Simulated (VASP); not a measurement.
## TiH2: single point with r2SCAN

TiH2:

```
Ti H
1.0
    -1.59746    1.59746    2.08676
     1.59746   -1.59746    2.08676
     1.59746    1.59746   -2.08676
Ti H
1 2
Cartesian
  0.0000 0.0000 0.0000
  0.0000 1.5975 1.0434
  1.5975 0.0000 1.0434
```

| Quantity | Value |
| --- | --- |
| Program | VASP 6.6.1 |
| Task | single point |
| Functional | r2SCAN |
| Potentials or basis | VASP PAW PBE potentials, release 64 (Ti_sv, H) |
| Cutoff | 520 eV |
| k mesh | 18 × 18 × 18 |
| Occupations | gaussian, width 0.1 eV |
| Spin | no spin polarisation |

- Pressure: 0.5 GPa
- Band gap on the k mesh: zero (band 7 reaches 8.43 eV, above the bottom of band 8 at 7.73 eV)

Stress tensor (GPa, compression positive):
```
0.51 0.00 0.00
0.00 0.51 0.00
0.00 0.00 0.39
```

Levels at points of the mesh, in eV from the Fermi level:
```tsv
k point	band 5	band 6	band 7	band 8	band 9	band 10
(0.00, 0.00, 0.00)	-11.33	-0.42	-0.42	0.11	0.26	1.22
(0.50, 0.00, 0.00)	-7.90	-5.74	-0.51	0.23	2.32	2.52
(0.50, 0.50, 0.00)	-6.22	-6.17	-3.30	2.39	2.49	2.73
(0.50, 0.50, 0.50)	-6.93	-5.03	-3.13	2.45	2.55	2.55
```

Run time: 2.7 min on 1 thread of Intel(R) Xeon(R) 6975P-C (Granite Rapids) (shared host), peak memory 0.25 GiB.

Caveat: the PAW data sets were made with another functional, which shifts forces and pressure a little.
